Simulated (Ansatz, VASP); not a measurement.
**One calculation of CsBr, two programs**

Contents of INCAR:

```
SYSTEM = CsBr
ALGO = Normal
EDIFF = 1E-8
ENCUT = 400
GGA = PE
GGA_COMPAT = .FALSE.
ISIF = 2
ISMEAR = 0
LASPH = .TRUE.
LCHARG = .FALSE.
LEFG = .TRUE.
LREAL = .FALSE.
LWAVE = .FALSE.
NBANDS = 42
NELM = 120
PREC = Accurate
SIGMA = 0.01
```

KPOINTS

```
k-points
0
G
  3 3 3
  0 0 0
```

Contents of POSCAR:

```
CsBr
1.0
   -4.3256222200      4.3256222200      4.3256222200
    4.3256222200     -4.3256222200      4.3256222200
    4.3256222200      4.3256222200     -4.3256222200
Cs Br
4 4
Direct
    0.0000000000      0.0000000000      0.0000000000
    0.5000000000      0.5000000000      0.0000000000
    0.5000000000      0.0000000000      0.5000000000
    0.0000000000      0.5000000000      0.5000000000
    0.5000000000      0.5000000000      0.5000000000
    0.0000000000      0.0000000000      0.5000000000
    0.0000000000      0.5000000000      0.0000000000
    0.5000000000      0.0000000000      0.0000000000
```

Input for Ansatz:

```yaml
crystal:
  lattice:
    - [-4.32562222, 4.32562222, 4.32562222]
    - [4.32562222, -4.32562222, 4.32562222]
    - [4.32562222, 4.32562222, -4.32562222]
  atoms:
    - { symbol: Cs, position: [0.0, 0.0, 0.0] }
    - { symbol: Cs, position: [0.5, 0.5, 0.0] }
    - { symbol: Cs, position: [0.5, 0.0, 0.5] }
    - { symbol: Cs, position: [0.0, 0.5, 0.5] }
    - { symbol: Br, position: [0.5, 0.5, 0.5] }
    - { symbol: Br, position: [0.0, 0.0, 0.5] }
    - { symbol: Br, position: [0.0, 0.5, 0.0] }
    - { symbol: Br, position: [0.5, 0.0, 0.0] }
kpoints:
  mp_grid: { grid: [3, 3, 3] }
scf:
  occupations: { method: fixed }
hamiltonian:
  xc: pbe
  pseudopotentials: { kind: paw }
output:
  forces: true
  efg:
    quadrupole_moments_barn: { Cs: -0.00343, Br: 0.2579 }
    contact_densities: true
  core_levels:
    shells: { Br: "3d", Cs: "3d" }
    counted_from: valence_top
    eps_inf: [3.016, 3.016, 3.016]
```

Alike in both runs: task electric field gradients; functional PBE; k mesh 3 × 3 × 3; no spin polarisation.

|  | VASP | Ansatz |
| --- | --- | --- |
| version | VASP 6.6.1 | Ansatz 0.2.0 |
| potentials or method | VASP PAW PBE potentials, release 64 (Cs_sv, Br) | plane-wave PAW, scalar-relativistic |
| plane-wave cutoff (eV) | 400 | 420 |
| occupations | gaussian, width 0.01 eV | fixed |
| valence electrons in the cell | 64 | 64 |

|  | VASP | Ansatz | Ansatz less VASP |
| --- | --- | --- | --- |
| gap on the k mesh at the Fermi level (eV) | 4.41 | 4.42 | +0.013 |

Spin-orbit coupling is off throughout.
